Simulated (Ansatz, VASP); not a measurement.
Two plane-wave programs on HfC

Contents of INCAR:

```
PREC = Accurate
ENCUT = 600
EDIFF = 1E-7
ISMEAR = 0
SIGMA = 0.02
LREAL = F
LASPH = T
NELM = 60
ALGO = Normal
ISIF = 3
LWAVE = F
LCHARG = F
GGA = PE
IBRION = 2
NSW = 100
EDIFFG = -0.01
```

KPOINTS

```
regular mesh
0
Gamma
  12 12 12
```

File POSCAR:

```
HfC
1.0
    3.2515067681      0.0000000000      0.0000000000
   -1.6257533840      2.8158874617      0.0000000000
    0.0000000000      0.0000000000      2.9066139195
Hf C
1 1
Direct
    0.6666666667      0.3333333333      0.4360525124
    0.3333333333      0.6666666667      0.9765768576
```

Input for Ansatz:

```yaml
crystal:
  lattice:
    - [3.2515067681, 0.0, 0.0]
    - [-1.625753384, 2.8158874617, 0.0]
    - [0.0, 0.0, 2.9066139195]
  atoms:
    - { symbol: Hf, position: [0.6666666667, 0.3333333333, 0.4360525124] }
    - { symbol: C, position: [0.3333333333, 0.6666666667, 0.9765768576] }
basis:
  ecutwfc: 420
kpoints:
  mp_grid: { grid: [12, 12, 12] }
hamiltonian:
  xc: pbe
scf:
  occupations: { method: gaussian, width: 0.02 }
output:
  forces: true
  stress: true
  eigenvalues: true
relax:
  adjacent_minimum: "off"
  f_tol: 0.01
  max_steps: 80
  cell: { stress_tol: 0.05 }
```

Alike in both runs: task relaxation of cell and atoms; functional PBE; k mesh 12 × 12 × 12; occupations gaussian, width 0.02 eV; no spin polarisation.

```csv
,VASP,Ansatz
version,VASP 6.6.1,Ansatz 0.2.0
potentials or method,"VASP PAW PBE potentials, release 64 (Hf_pv, C), cutoff 600 eV","scalar-relativistic, plane waves, PAW"
valence electrons in the cell,14,30
```

```tsv
	VASP	Ansatz	Ansatz less VASP
gap on the k mesh at the Fermi level, each at its own relaxed structure (eV)	none	none	-
relaxed volume (Å³/atom)	13.19	13.25	+0.059
relaxed length of the cell vector where the two differ most in proportion (Å)	2.909	2.914	+0.0054
```

A gap of «none» marks a metal or a gap that the smearing closes. VASP's potentials hold 14 valence electrons a cell and Ansatz's 30, so a difference there can come from the potentials and not from the codes.

Spin-orbit coupling is off throughout.
